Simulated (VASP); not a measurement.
# GaAs (I4/mmm) in VASP: single point with PBE

Aim: the single point of GaAs with PBE.

All numbers are computed with VASP 6.6.1; they aren't measurements. Logs are shortened: lines on timing, memory, paths and dates and some standing lists are left out, and cuts for length are marked.

**1. The cell of the first run**

The typed cell holds 2 atoms: a = 3.812 Å, b = 3.812 Å, c = 3.812 Å, α = 119.99°, β = 119.99°, γ = 90.02°.

The cell was built from a structure type or drawn by symmetry, and may not be a known phase.

**2. Single point, PBE**

Input file INCAR:

```
SYSTEM = GaAs
  PREC = Accurate
  ENCUT = 520
  EDIFF = 1E-7
  ISMEAR = 0
  SIGMA = 0.1
  LREAL = .False.
  LASPH = .True.
  NELM = 100
  ALGO = Fast
  ISIF = 2
  LWAVE = .False.
  LCHARG = .False.
  GGA = PE
  NBANDS = 16
```

Input file KPOINTS:

```
Automatic mesh
0
Gamma
  20 20 20
  0 0 0
```

Input file POSCAR:

```
GaAs
1.0
   -1.9064872609      1.9064872609      2.6953140469
    1.9064872609     -1.9064872609      2.6953140469
    1.9064872609      1.9064872609     -2.6953140469
Ga As
1 1
Direct
    0.0000000000      0.0000000000      0.0000000000
    0.5000000000      0.5000000000      0.0000000000
```

Potentials or basis: VASP PAW PBE potentials, release 64 (Ga_d, As).

Started as:

```sh
cat potpaw_PBE.64/Ga_d/POTCAR potpaw_PBE.64/As/POTCAR > POTCAR
mpirun -np 1 vasp_std > vasp.out
```

OUTCAR:

```text
SYSTEM = GaAs
   PREC = Accurate
   ENCUT = 520
   EDIFF = 1E-7
   ISMEAR = 0
   LREAL = .False.
   LASPH = .True.
   NELM = 100
   ISIF = 2
   GGA = PE

 ion  position               nearest neighbor table
   1  0.000  0.000  0.000-   2 2.70   2 2.70   2 2.70   2 2.70   2 2.70   2 2.70
   2  0.500  0.500  0.000-   1 2.70   1 2.70   1 2.70   1 2.70   1 2.70   1 2.70

  LATTYP: Found a body centered tetragonal cell.
 ALAT       =     3.8129745218
 C/A-ratio  =     1.4137592745

  Lattice vectors:

 A1 = (  -1.9064872609,   1.9064872609,   2.6953140469)
 A2 = (   1.9064872609,  -1.9064872609,   2.6953140469)
 A3 = (   1.9064872609,   1.9064872609,  -2.6953140469)

Analysis of symmetry for initial positions (statically):
=====================================================================
 Subroutine PRICEL returns:
 Original cell was already a primitive cell.

 Routine SETGRP: Setting up the symmetry group for a
 body centered tetragonal supercell.

 Subroutine GETGRP returns: Found 16 space group operations
 (whereof 16 operations were pure point group operations)
 out of a pool of 16 trial point group operations.

The static configuration has the point symmetry D_4h.

Analysis of symmetry for dynamics (positions and initial velocities):
=====================================================================
 Subroutine PRICEL returns:
 Original cell was already a primitive cell.

 Routine SETGRP: Setting up the symmetry group for a
 body centered tetragonal supercell.

 Subroutine GETGRP returns: Found 16 space group operations
 (whereof 16 operations were pure point group operations)
 out of a pool of 16 trial point group operations.

The dynamic configuration has the point symmetry D_4h.

 Subroutine INISYM returns: Found 16 space group operations
 (whereof 16 operations are pure point group operations),
 and found     1 'primitive' translations

----------------------------------------------------------------------------------------

                                     Primitive cell

  volume of cell :      39.1866

  direct lattice vectors                    reciprocal lattice vectors
    -1.906487261  1.906487261  2.695314047     0.000000000  0.262262440  0.185507140
     1.906487261 -1.906487261  2.695314047     0.262262440  0.000000000  0.185507140
     1.906487261  1.906487261 -2.695314047     0.262262440  0.262262440  0.000000000

  length of vectors
     3.812362150  3.812362150  3.812362150     0.321238986  0.321238986  0.370895099

  position of ions in fractional coordinates (direct lattice)
     0.000000000  0.000000000  0.000000000
     0.500000000  0.500000000  0.000000000

  ion indices of the primitive-cell ions
   primitive index   ion index
                 1           1
                 2           2

----------------------------------------------------------------------------------------

 KPOINTS: Automatic mesh

Automatic generation of k-mesh.
 Grid dimensions read from file:
 generate k-points for:   20   20   20

 Generating k-lattice:

  Cartesian coordinates                     Fractional coordinates (reciprocal lattice)
     0.000000000  0.013113122  0.009275357     0.050000000  0.000000000  0.000000000
     0.013113122  0.000000000  0.009275357     0.000000000  0.050000000  0.000000000
     0.013113122  0.013113122  0.000000000     0.000000000  0.000000000  0.050000000

  Length of vectors
     0.016061949  0.016061949  0.018544755

  Shift w.r.t. Gamma in fractional coordinates (k-lattice)
     0.000000000  0.000000000  0.000000000

 Subroutine IBZKPT returns following result:
 ===========================================

 Found    641 irreducible k-points:

 Following reciprocal coordinates:
            Coordinates               Weight
  0.000000  0.000000  0.000000      1.000000
  0.050000 -0.000000  0.000000      8.000000
  0.100000  0.000000 -0.000000      8.000000
  0.150000  0.000000  0.000000      8.000000
  0.200000  0.000000 -0.000000      8.000000
  0.250000  0.000000  0.000000      8.000000
[... 16 lines left out ...]
 -0.400000  0.050000  0.000000     16.000000
 -0.350000  0.050000 -0.000000     16.000000
 [... further k-points ...]
   k-points           NKPTS =    641   k-points in BZ     NKDIM =    641   number of bands    NBANDS=     16
   number of dos      NEDOS =    301   number of ions     NIONS =      2
   total plane-waves  NPLWV =  21952
   dimension x,y,z NGX =    28 NGY =   28 NGZ =   28
   dimension x,y,z NGXF=    56 NGYF=   56 NGZF=   56
   ions per type =               1   1
   NGX,Y,Z   is equivalent  to a cutoff of  12.21, 12.21, 12.21 a.u.
   NGXF,Y,Z  is equivalent  to a cutoff of  24.42, 24.42, 24.42 a.u.
 SYSTEM =  GaAs
   PREC   = accura    normal or accurate (medium, high low for compatibility)
   ISTART =      0    job   : 0-new  1-cont  2-samecut
   ICHARG =      2    charge: 1-file 2-atom 10-const
   ISPIN  =      1    spin polarized calculation?
   LNONCOLLINEAR =      F non collinear calculations
   LSORBIT =      F    spin-orbit coupling
   LASPH  =      T    aspherical Exc in radial PAW
   ENCUT  =  520.0 eV  38.22 Ry    6.18 a.u.   7.09  7.09  7.09*2*pi/ulx,y,z
   NELM   =    100;   NELMIN=  2; NELMDL= -5     # of ELM steps
   EDIFF  = 0.1E-06   stopping-criterion for ELM
   LREAL  =      F    real-space projection
   EDIFFG = 0.1E-05   stopping-criterion for IOM
   NSW    =      0    number of steps for IOM
   IBRION =     -1    ionic relax: 0-MD 1-quasi-New 2-CG
   NFREE  =      0    steps in history (QN), initial steepest desc. (CG)
   ISIF   =      2    stress and relaxation
   ISYM   =      2    0-nonsym 1-usesym 2-fastsym
   POTIM  = 0.5000    time-step for ionic-motion
   TEBEG  =    0.0;   TEEND  =   0.0 temperature during run
   PSTRESS=    0.0 pullay stress
   NELECT =      18.0000    total number of electrons
   NUPDOWN=      -1.0000    fix difference up-down
   EMIN   =  10.00;   EMAX   =-10.00  energy-range for DOS
   EFERMI =   0.00;   METHOD = LEGACY
   ISMEAR =     0;   SIGMA  =   0.10  broadening in eV -4-tet -1-fermi 0-gaus
   EFERMI_NEDOS =   21; number of points for ismear=-14 and -15
   IALGO  =     68    algorithm
   IMIX   =      4    mixing-type and parameters
     AMIX     =   0.40;   BMIX     =  1.00
     AMIX_MAG =   1.60;   BMIX_MAG =  1.00
  volume/ion in A,a.u.               =      19.59       132.22
  Fermi-wavevector in a.u.,A,eV,Ry     =   1.263145  2.386998 21.708582  1.595536
  Thomas-Fermi vector in A             =   2.396517
   LORBIT       =      0    0 simple, 1 ext, 2 COOP (PROOUT), +10 PAW based schemes
   GGA     = PE    functional components
   LHFCALC =     F    Hartree Fock is set to
   AEXX    =    0.0000 exact exchange contribution
   IVDW    =     0    specifies the selected vdW correction
   LEPSILON=     F    determine dielectric tensor
   LRPA    =     F    only Hartree local field effects (RPA)
 non-spin polarized calculation
 RMM-DIIS sequential band-by-band and
 Gauss-broadening in eV      SIGMA  =   0.10
  energy-cutoff  :      520.00
  volume of cell :       39.19
 maximum number of plane-waves:      1073
   NGX = 15   NGY = 15   NGZ = 15

 number of electron      17.9999998 magnetization

 Free energy of the ion-electron system (eV)
  ---------------------------------------------------
  ext. energy  EPLUGINS =         0.00000000
  ---------------------------------------------------
  free energy    TOTEN  =        -7.63371939 eV

  energy without entropy =       -7.62837471  energy(sigma->0) =       -7.63104705

 E-fermi :   5.2140     XC(G=0): -10.6008

 val. band max:        5.2116929662   @ k =   0.4000   0.3000   0.0500
 cond. band min:       5.2207935160   @ k =  -0.0500  -0.1500   0.0500
 fundamental gap:      0.0091005499
 Fermi energy:         5.2139777273

 k-point     1 :       0.0000    0.0000    0.0000
  band No.  band energies     occupation
      1      -9.5493      2.00000
      2      -9.5493      2.00000
      3      -9.5298      2.00000
      4      -9.5298      2.00000
      5      -9.5298      2.00000
      6      -7.8622      2.00000
[... 8 lines left out ...]
     15      12.8086      0.00000
     16      12.8197      0.00000

 k-point     2 :       0.0500   -0.0000    0.0000
  band No.  band energies     occupation
      1      -9.5498      2.00000
      2      -9.5498      2.00000
      3      -9.5299      2.00000
      4      -9.5293      2.00000
      5      -9.5293      2.00000
      6      -7.8290      2.00000
[... 8 lines left out ...]
     15      12.7312      0.00000
     16      12.8920      0.00000

 k-point     3 :       0.1000    0.0000   -0.0000
  band No.  band energies     occupation
      1      -9.5516      2.00000
      2      -9.5516      2.00000
      3      -9.5301      2.00000
      4      -9.5276      2.00000
      5      -9.5275      2.00000
      6      -7.7297      2.00000
[... 8 lines left out ...]
     15      12.9144      0.00000
     16      12.9159      0.00000

 k-point     4 :       0.1500    0.0000    0.0000
  band No.  band energies     occupation
      1      -9.5546      2.00000
      2      -9.5546      2.00000
      3      -9.5306      2.00000
      4      -9.5245      2.00000
      5      -9.5245      2.00000
      6      -7.5658      2.00000
[... 8 lines left out ...]
     15      13.2758      0.00000
     16      13.2768      0.00000
[... 324 lines left out ...]
 k-point    22 :      -0.4500    0.0500   -0.0000
  band No.  band energies     occupation
      1      -9.5817      2.00000
      2      -9.5758      2.00000
      3      -9.5356      2.00000
      4      -9.5031      2.00000
      5      -9.5006      2.00000
      6      -5.7748      2.00000
[... 8 lines left out ...]
     15      17.6699      0.00000
     16      18.1103      0.00000

 k-point    23 :      -0.4000    0.0500    0.0000
  band No.  band energies     occupation
      1      -9.5797      2.00000
      2      -9.5724      2.00000
      3      -9.5349      2.00000
      4      -9.5061      2.00000
      5      -9.5029      2.00000
      6      -6.0947      2.00000
[... 8 lines left out ...]
     15      16.7234      0.00000
     16      17.1562      0.00000

 k-point    24 :      -0.3500    0.0500   -0.0000
  band No.  band energies     occupation
      1      -9.5763      2.00000
      2      -9.5681      2.00000
      3      -9.5340      2.00000
      4      -9.5099      2.00000
      5      -9.5064      2.00000
      6      -6.4579      2.00000
[... 8 lines left out ...]
     15      15.8263      0.00000
     16      16.2438      0.00000

 [... further k-points ...]
[... 5 lines left out ...]
  --------------------------------------------------------------------------------------
  -------------------------------------------------------------------------------------
  Total        0.0339732      0.0339732      0.0409380      0.0000000     -0.0000000      0.0000000
  in kB        1.3890252      1.3890252      1.6737870      0.0000000     -0.0000000      0.0000000
  external PRESSURE =       1.4839458 kB  Pullay stress =       0.0000000 kB

 VOLUME and BASIS-vectors are now :
 -----------------------------------------------------------------------------
  energy-cutoff  :      520.00
  volume of cell :       39.19
      direct lattice vectors                 reciprocal lattice vectors
    -1.906487261  1.906487261  2.695314047     0.000000000  0.262262440  0.185507140
     1.906487261 -1.906487261  2.695314047     0.262262440  0.000000000  0.185507140
     1.906487261  1.906487261 -2.695314047     0.262262440  0.262262440  0.000000000

 POSITION                                       TOTAL-FORCE (eV/Angst)
 -----------------------------------------------------------------------------------
      0.00000      0.00000      0.00000         0.000000     -0.000000      0.000000
      0.00000      0.00000      2.69531        -0.000000      0.000000     -0.000000
 -----------------------------------------------------------------------------------
    total drift:                                0.000000     -0.000000     -0.000000

  FREE ENERGIE OF THE ION-ELECTRON SYSTEM (eV)
  ---------------------------------------------------
  free  energy   TOTEN  =        -7.6337193907 eV

  energy  without entropy=       -7.6283747086  energy(sigma->0) =       -7.63104705
```

Wall time 3.7 min (1 thread of AMD EPYC 9R45 (Zen 5), shared host); peak memory 0.47 GiB.

What came out:

```yaml
Free_energy: -7.6337 eV
Pressure: 0.1 GPa
Band_gap_on_the_k_mesh: zero (bands 9 and 10 overlap by 3.12 eV)
```
